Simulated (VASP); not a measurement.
A run of VASP 6.6.1:

Contents of INCAR:

```
SYSTEM = W
  PREC = Accurate
  ENCUT = 500
  EDIFF = 1E-8
  ISMEAR = -1
  SIGMA = 0.05
  LREAL = .FALSE.
  LASPH = .TRUE.
  NELM = 120
  ALGO = Normal
  ISIF = 2
  LWAVE = .FALSE.
  LCHARG = .TRUE.
  GGA = PE
  NBANDS = 13
  IBRION = 8
  NSW = 1
  GGA_COMPAT = .FALSE.
```

The input KPOINTS:

```
regular mesh
0
G
  9 9 9
  0 0 0
```

File POSCAR:

```
W
1.0
   -1.5823450000      1.5823450000      1.5823450000
    1.5823450000     -1.5823450000      1.5823450000
    1.5823450000      1.5823450000     -1.5823450000
W
1
Direct
    0.0000000000      0.0000000000      0.0000000000
```

Potentials or basis: VASP PAW PBE potentials, release 64 (W_sv).

Launch:

```bash
$ cat potpaw_PBE.64/W_sv/POTCAR > POTCAR
$ mpirun -np 1 vasp_std > vasp.out
```

Hardware: 1 thread of Intel(R) Xeon(R) Platinum 8488C (Sapphire Rapids) (shared host).

Task: Estimate the wall time of this run.

Result: Wall time 20 s on 1 thread of Intel(R) Xeon(R) Platinum 8488C (Sapphire Rapids) (shared host), peak memory 0.15 GiB. Counts: scf iterations 27, k points 35.
